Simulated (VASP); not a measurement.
Here is a VASP 6.6.1 calculation.

File INCAR:

```
PREC = Accurate
ENCUT = 520
EDIFF = 1E-6
ISMEAR = -1
SIGMA = 0.05
LREAL = False
LASPH = True
NELM = 80
ALGO = Normal
ISIF = 2
LWAVE = False
LCHARG = False
GGA = B5
ALDAX = 1.0
AGGAX = 1.0
AGGAC = 1.0
ALDAC = 0.0
NBANDS = 11
```

Contents of KPOINTS:

```
Automatic mesh
0
Gamma
  9 9 9
```

File POSCAR:

```
Si
1.0
    0.0000000000      2.6509096194      2.6509096194
    2.6509096194      0.0000000000      2.6509096194
    2.6509096194      2.6509096194      0.0000000000
Si
2
Direct
    0.5000000000      0.5000000000      0.5000000000
    0.7500000000      0.7500000000      0.7500000000
```

Potentials or basis: VASP PAW PBE potentials, release 64 (Si).

Run with:

```console
$ cat potpaw_PBE.64/Si/POTCAR > POTCAR
$ mpirun -np 1 vasp_std > vasp.out
```

Task: What does it give for the band gap on the k mesh?

Result: 0.69 eV, indirect (least direct gap 2.74 eV).

Task: Estimate the pressure.

Result: 13.5 GPa.

Caveat: the PAW data sets were made with another functional, which shifts forces and pressure a little. A k mesh can miss the band edges.
